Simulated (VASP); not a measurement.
Runs of VASP 6.6.1 on Li. The structure is that of space group Im-3m (No. 229), or close to it. The cells are those of the table. 

```csv
cell,gap on the mesh (eV),pressure (GPa)
"a = 2.614 Å, angles 109.5°, 1 atom",none,9.9
"a = 2.507 Å, angles 109.5°, 1 atom",none,(a)
"a = 2.804 Å, angles 109.5°, 1 atom",none,3.1
"a = 2.891 Å, angles 109.5°, 1 atom",none,1.2
```

Alike in all rows: task single point; level PBEsol; potentials or basis VASP PAW PBE potentials, release 64 (Li_sv); no spin polarisation; k mesh 16 × 16 × 16; cutoff (eV) 750; smearing fermi-dirac 0.08 eV.

Question: Estimate the missing entries.

Answer: (a) 16.3.

Caveats: the PAW data sets were made with another functional, which shifts forces and pressure a little; the cell stands under pressure (at least some runs).

A gap of «none» marks levels without a gap at the run's occupations.
